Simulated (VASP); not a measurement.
Crystal: MnB.

```xyz
8
Lattice="5.5632 0.0000 0.0000 0.0000 2.9769 0.0000 0.0000 0.0000 4.1472" Properties=species:S:1:pos:R:3 pbc="T T T"
Mn    0.9785    0.7442    0.5011
Mn    1.8031    2.2326    2.5747
Mn    3.7600    0.7442    1.5725
Mn    4.5847    2.2326    3.6461
B     0.1897    0.7442    2.5414
B     2.5919    2.2326    0.4678
B     2.9713    0.7442    3.6794
B     5.3735    2.2326    1.6058
```

Base run:

| Item | Value |
| --- | --- |
| Program | VASP 6.6.1 |
| Functional | r2SCAN |
| Potentials or basis | VASP PAW PBE potentials, release 64 (Mn_pv, B) |
| Cutoff | 520 eV |
| k mesh | 4 × 7 × 5 |
| Occupations | fermi-dirac, width 0.05 eV |
| Spin | collinear spin, ferromagnetic start |
| Starting moments | [4.5, 4.5, 4.5, 4.5, 0.0, 0.0, 0.0, 0.0] μB |

Its results: pressure -7.2 GPa; net moment 8.48 μB per cell; site moments Mn +2.32; B -0.16 μB; largest force 0.160 eV/Å.

Question: The run is repeated on the same cell with these changes: spin from collinear spin, ferromagnetic start to collinear spin, antiferromagnetic start; moments at the start from [4.5, 4.5, 4.5, 4.5, 0.0, 0.0, 0.0, 0.0] to [4.5, -4.5, 4.5, -4.5, 0.0, 0.0, 0.0, 0.. What comes out?

Answer: Pressure 1.8 GPa; net moment 0.00 μB per cell; site moments Mn +2.61, -2.61; B +0.04, -0.04 μB; largest force 0.177 eV/Å.

Caveats: the PAW data sets were made with another functional, which shifts forces and pressure a little.
